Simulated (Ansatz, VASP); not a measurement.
## One calculation of Zn, two programs

```xyz
2
Lattice="2.5746 0.0000 0.0000 -1.2873 2.2297 0.0000 0.0000 0.0000 18.3568" Properties=species:S:1:pos:R:3 pbc="T T T"
Zn    1.9309    0.3716    8.0000
Zn   -0.6436    1.8580   10.3568
```

Alike in both runs: task single point; functional LDA; k mesh 16 × 16 × 1; occupations fermi-dirac, width 0.1 eV; no spin polarisation.

|  | VASP | Ansatz |
| --- | --- | --- |
| version | VASP 6.6.1 | Ansatz 0.2.0 |
| potentials or method | VASP PAW LDA potentials, release 64 (Zn), cutoff 400 eV | all-electron LAPW, scalar-relativistic |

```csv
,VASP,Ansatz,Ansatz less VASP
rms of the force components (eV/Å),0.115,0.103,-0.0111
```

LDA's correlation is that of Perdew and Zunger in VASP and of Perdew and Wang (1992) in Ansatz. Atom by atom the forces differ by 0.011 eV/Å (rms over components). Ansatz ran all-electron here, and VASP with PAW potentials.
